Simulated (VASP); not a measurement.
# Na (I4/mmm) in VASP: single point with PBE

Aim: the single point of Na with PBE.

Program: VASP 6.6.1. These are calculated values, not measurements. Logs are shortened: lines on timing, memory, paths and dates and some standing lists are left out, and cuts for length are marked.

## (1) The cell of the first run

Symmetry: I4/mmm, No. 139, tetragonal system. Conventional cell: a = 4.108 Å, b = 4.108 Å, c = 4.362 Å, α = 90.00°, β = 90.00°, γ = 90.00°. Within 4.8 Å of Na (site symmetry 4/mmm) lie 14 Na at 3.63 to 4.36 Å.

## (2) Single point, PBE (strain -0.030 along x and y, +0.030 along z)

Input file INCAR:

```
SYSTEM = Na
  PREC = Accurate
  ENCUT = 520
  EDIFF = 1E-6
  ISMEAR = 0
  SIGMA = 0.15
  LREAL = .False.
  LASPH = .True.
  NELM = 80
  ALGO = Fast
  ISIF = 2
  LWAVE = .False.
  LCHARG = .False.
  GGA = PE
  NBANDS = 10
```

Input file KPOINTS:

```
regular mesh
0
Gamma
  16 16 16
  0 0 0
```

Input file POSCAR:

```
Na
1.0
   -2.0539750000      2.0539750000      2.1810250000
    2.0539750000     -2.0539750000      2.1810250000
    2.0539750000      2.0539750000     -2.1810250000
Na
1
Direct
    0.0000000000      0.0000000000      0.0000000000
```

Potentials or basis: VASP PAW PBE potentials, release 64 (Na_pv).

Launch:

```sh
$ cat potpaw_PBE.64/Na_pv/POTCAR > POTCAR
$ mpirun -np 1 vasp_std > vasp.out
```

OUTCAR:

```text
SYSTEM = Na
   PREC = Accurate
   ENCUT = 520
   EDIFF = 1E-6
   ISMEAR = 0
   LREAL = .False.
   LASPH = .True.
   NELM = 80
   ISIF = 2
   GGA = PE

 ion  position               nearest neighbor table
   1  0.000  0.000  0.000-

  LATTYP: Found a body centered tetragonal cell.
 ALAT       =     4.1079500000
 C/A-ratio  =     1.0618556701

  Lattice vectors:

 A1 = (  -2.0539750000,   2.0539750000,   2.1810250000)
 A2 = (   2.0539750000,  -2.0539750000,   2.1810250000)
 A3 = (   2.0539750000,   2.0539750000,  -2.1810250000)

Analysis of symmetry for initial positions (statically):
=====================================================================
 Subroutine PRICEL returns:
 Original cell was already a primitive cell.

 Routine SETGRP: Setting up the symmetry group for a
 body centered tetragonal supercell.

 Subroutine GETGRP returns: Found 16 space group operations
 (whereof 16 operations were pure point group operations)
 out of a pool of 16 trial point group operations.

The static configuration has the point symmetry D_4h.

Analysis of symmetry for dynamics (positions and initial velocities):
=====================================================================
 Subroutine PRICEL returns:
 Original cell was already a primitive cell.

 Routine SETGRP: Setting up the symmetry group for a
 body centered tetragonal supercell.

 Subroutine GETGRP returns: Found 16 space group operations
 (whereof 16 operations were pure point group operations)
 out of a pool of 16 trial point group operations.

The dynamic configuration has the point symmetry D_4h.

 Subroutine INISYM returns: Found 16 space group operations
 (whereof 16 operations are pure point group operations),
 and found     1 'primitive' translations

----------------------------------------------------------------------------------------

                                     Primitive cell

  volume of cell :      36.8053

  direct lattice vectors                    reciprocal lattice vectors
    -2.053975000  2.053975000  2.181025000     0.000000000  0.243430421  0.229250009
     2.053975000 -2.053975000  2.181025000     0.243430421  0.000000000  0.229250009
     2.053975000  2.053975000 -2.181025000     0.243430421  0.243430421  0.000000000

  length of vectors
     3.632422973  3.632422973  3.632422973     0.334385910  0.334385910  0.344262604

[... 77 lines left out ...]
   NELM   =     80;   NELMIN=  2; NELMDL= -5     # of ELM steps
   EDIFF  = 0.1E-05   stopping-criterion for ELM
   LREAL  =      F    real-space projection
   EDIFFG = 0.1E-04   stopping-criterion for IOM
   NSW    =      0    number of steps for IOM
   IBRION =     -1    ionic relax: 0-MD 1-quasi-New 2-CG
   NFREE  =      0    steps in history (QN), initial steepest desc. (CG)
   ISIF   =      2    stress and relaxation
   ISYM   =      2    0-nonsym 1-usesym 2-fastsym
   POTIM  = 0.5000    time-step for ionic-motion
   TEBEG  =    0.0;   TEEND  =   0.0 temperature during run
   PSTRESS=    0.0 pullay stress
   NELECT =       7.0000    total number of electrons
   NUPDOWN=      -1.0000    fix difference up-down
   EMIN   =  10.00;   EMAX   =-10.00  energy-range for DOS
   EFERMI =   0.00;   METHOD = LEGACY
   ISMEAR =     0;   SIGMA  =   0.15  broadening in eV -4-tet -1-fermi 0-gaus
   EFERMI_NEDOS =   21; number of points for ismear=-14 and -15
   IALGO  =     68    algorithm
   IMIX   =      4    mixing-type and parameters
     AMIX     =   0.40;   BMIX     =  1.00
     AMIX_MAG =   1.60;   BMIX_MAG =  1.00
  volume/ion in A,a.u.               =      36.81       248.37
  Fermi-wavevector in a.u.,A,eV,Ry     =   0.941464  1.779110 12.059593  0.886355
  Thomas-Fermi vector in A             =   2.068978
   LORBIT       =      0    0 simple, 1 ext, 2 COOP (PROOUT), +10 PAW based schemes
   GGA     = PE    functional components
   LHFCALC =     F    Hartree Fock is set to
   AEXX    =    0.0000 exact exchange contribution
   IVDW    =     0    specifies the selected vdW correction
   LEPSILON=     F    determine dielectric tensor
   LRPA    =     F    only Hartree local field effects (RPA)
 non-spin polarized calculation
 RMM-DIIS sequential band-by-band and
 Gauss-broadening in eV      SIGMA  =   0.15
  energy-cutoff  :      520.00
  volume of cell :       36.81
 maximum number of plane-waves:      1002
   NGX = 13   NGY = 13   NGZ = 13

 number of electron       7.0000003 magnetization

 Free energy of the ion-electron system (eV)
  ---------------------------------------------------
  ext. energy  EPLUGINS =         0.00000000
  ---------------------------------------------------
  free energy    TOTEN  =        -1.31386730 eV

  energy without entropy =       -1.30872217  energy(sigma->0) =       -1.31129474

 E-fermi :   0.3484     XC(G=0):  -6.5209

 val. band max:        0.3422593267   @ k =   0.5000   0.2500   0.0000
 cond. band min:       0.3745213118   @ k =   0.5000   0.1875  -0.0000
 fundamental gap:      0.0322619851
 Fermi energy:         0.3484009583

 k-point     1 :       0.0000    0.0000    0.0000
  band No.  band energies     occupation
      1     -24.5448      2.00000
      2     -24.5448      2.00000
      3     -24.5446      2.00000
      4      -2.9435      2.00000
      5      11.8600      0.00000
      6      11.8600      0.00000
      7      12.7147      0.00000
      8      12.7521      0.00000
      9      13.3375      0.00000
     10      13.5919      0.00000
[... 287 lines left out ...]
 k-point    24 :      -0.0625    0.0625    0.0000
  band No.  band energies     occupation
      1     -24.5462      2.00000
      2     -24.5451      2.00000
      3     -24.5449      2.00000
      4      -2.8714      2.00000
      5      11.3327      0.00000
      6      11.5409      0.00000
      7      11.6905      0.00000
      8      12.1219      0.00000
      9      12.9568      0.00000
     10      14.0275      0.00000

 [... further k-points ...]
[... 5 lines left out ...]
  --------------------------------------------------------------------------------------
  -------------------------------------------------------------------------------------
  Total       -0.0120775     -0.0120775     -0.0210518      0.0000000      0.0000000      0.0000000
  in kB       -0.5257477     -0.5257477     -0.9164067      0.0000000      0.0000000      0.0000000
  external PRESSURE =      -0.6559673 kB  Pullay stress =       0.0000000 kB

 VOLUME and BASIS-vectors are now :
 -----------------------------------------------------------------------------
  energy-cutoff  :      520.00
  volume of cell :       36.81
      direct lattice vectors                 reciprocal lattice vectors
    -2.053975000  2.053975000  2.181025000     0.000000000  0.243430421  0.229250009
     2.053975000 -2.053975000  2.181025000     0.243430421  0.000000000  0.229250009
     2.053975000  2.053975000 -2.181025000     0.243430421  0.243430421  0.000000000

 POSITION                                       TOTAL-FORCE (eV/Angst)
 -----------------------------------------------------------------------------------
      0.00000      0.00000      0.00000        -0.000000      0.000000     -0.000000
 -----------------------------------------------------------------------------------
    total drift:                               -0.000000      0.000000      0.000000

  FREE ENERGIE OF THE ION-ELECTRON SYSTEM (eV)
  ---------------------------------------------------
  free  energy   TOTEN  =        -1.3138672956 eV

  energy  without entropy=       -1.3087221748  energy(sigma->0) =       -1.31129474
```

stdout:

```text
POSCAR found type information on POSCAR Na
 POSCAR found :  1 types and       1 ions
 scaLAPACK will be used
 LDA part: xc-table for (Slater+PW92), standard interpolation
 POSCAR, INCAR and KPOINTS ok, starting setup
 FFT: planning ... GRIDC
 FFT: planning ... GRID_SOFT
 FFT: planning ... GRID
 WAVECAR not read
 entering main loop
```

Run time: 2.1 min. Hardware: 1 thread of AMD EPYC 7R43 (Zen 3), shared host; peak memory 0.18 GiB.

Results:

* Free energy: -1.3139 eV
* Pressure: -0.1 GPa

Caveat: the cell differs from its parent crystal (strain -0.030 along x and y, +0.030 along z).
